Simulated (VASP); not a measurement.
Input of a VASP 6.6.1 run:

INCAR

```
  PREC = Accurate
  ENCUT = 600
  EDIFF = 1E-6
  ISMEAR = 0
  SIGMA = 0.02
  LREAL = False
  LASPH = True
  NELM = 100
  ALGO = Normal
  ISIF = 3
  LWAVE = False
  LCHARG = False
  GGA = PE
  IBRION = 2
  NSW = 100
  EDIFFG = -0.01
```

Contents of KPOINTS:

```
regular mesh
0
Gamma
  10 10 10
```

POSCAR

```
SiO2
1.0
   -1.7632771062      1.7632771062      4.2605086905
    1.7632771062     -1.7632771062      4.2605086905
    1.7632771062      1.7632771062     -4.2605086905
Si O
2 4
Direct
    0.0000000000      0.0000000000      0.0000000000
    0.7500000000      0.2500000000      0.5000000000
    0.7921852661      0.7921852661      0.0000000000
    0.9578147339      0.4578147339      0.5000000000
    0.5421852661      0.0421852661      0.5000000000
    0.2078147339      0.2078147339      0.0000000000
```

Potentials or basis: VASP PAW PBE potentials, release 64 (Si, O).

Run with:

```bash
$ cat potpaw_PBE.64/Si/POTCAR potpaw_PBE.64/O/POTCAR > POTCAR
$ mpirun -np 1 vasp_std > vasp.out
```

Problem. What does it give for the band gap on the k mesh?

Solution. 5.79 eV (least direct gap 6.45 eV).

Problem. Estimate the relaxed volume.

Solution. 8.82 Å³/atom.

Problem. Estimate the relaxed cell.

Solution. a = 4.938 Å, b = 4.938 Å, c = 4.938 Å, α = 138.19°, β = 138.19°, γ = 60.61°.

Problem. Predict the space group after relaxing (to 0.1 Å).

Solution. I4_1/amd (No. 141).

Step by step:
```
step  energy change (eV)  largest force (eV/Å)  pressure (GPa)  volume (Å³)
   1              0.0000                0.0063           -0.19        52.99
   2             -0.0001                0.0026            0.14        52.90
   3             -0.0001                0.0008            0.09        52.92
   4             -0.0001                0.0129           -0.07        52.94
   5             -0.0001                0.0082           -0.01        52.93
```

A k mesh can miss the band edges.
